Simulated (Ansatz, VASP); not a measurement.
Si: VASP beside Ansatz

```xyz
15
Lattice="0.0000 5.4701 -5.4701 5.4701 5.4701 0.0000 5.4701 0.0000 -5.4701" Properties=species:S:1:pos:R:3 pbc="T T T"
Si    0.0050    0.0050   -2.7301
Si    4.1026    4.1026   -1.3649
Si    1.3649    4.1026   -4.1026
Si    4.1026    6.8402   -4.1026
Si    4.1026    1.3649   -4.1026
Si    6.8402    4.1026   -4.1026
Si    4.1026    4.1026   -6.8402
Si    6.8376    6.8376   -6.8376
Si    2.7301    2.7301   -2.7301
Si    5.4707    8.2045   -5.4707
Si    2.7301    5.4751   -5.4751
Si    8.2045    5.4707   -5.4707
Si    5.4751    2.7301   -5.4751
Si    8.2045    8.2045   -8.2045
Si    5.4707    5.4707   -8.2045
```

Alike in both runs: task single point; functional PBE; k mesh 2 × 2 × 2; occupations gaussian, width 0.02 eV; no spin polarisation.

|  | VASP | Ansatz |
| --- | --- | --- |
| version | VASP 6.6.1 | Ansatz 0.2.0 |
| potentials or method | VASP PAW PBE potentials, release 64 (Si), cutoff 520 eV | scalar-relativistic, plane waves, PAW |
| valence electrons in the cell | 60 | 60 |

|  | VASP | Ansatz | Ansatz less VASP |
| --- | --- | --- | --- |
| gap on the k mesh at the Fermi level (eV) | none | none | - |
| rms of the force components (eV/Å) | 0.011 | 0.009 | -0.0019 |

Atom by atom the forces differ by 0.004 eV/Å (rms over components). A gap of «none» marks a metal or a gap that the smearing closes. The functional is the same, so the differences come from potentials, cutoffs and numerics.

The k mesh is coarse, so the values compare programs but aren't converged.
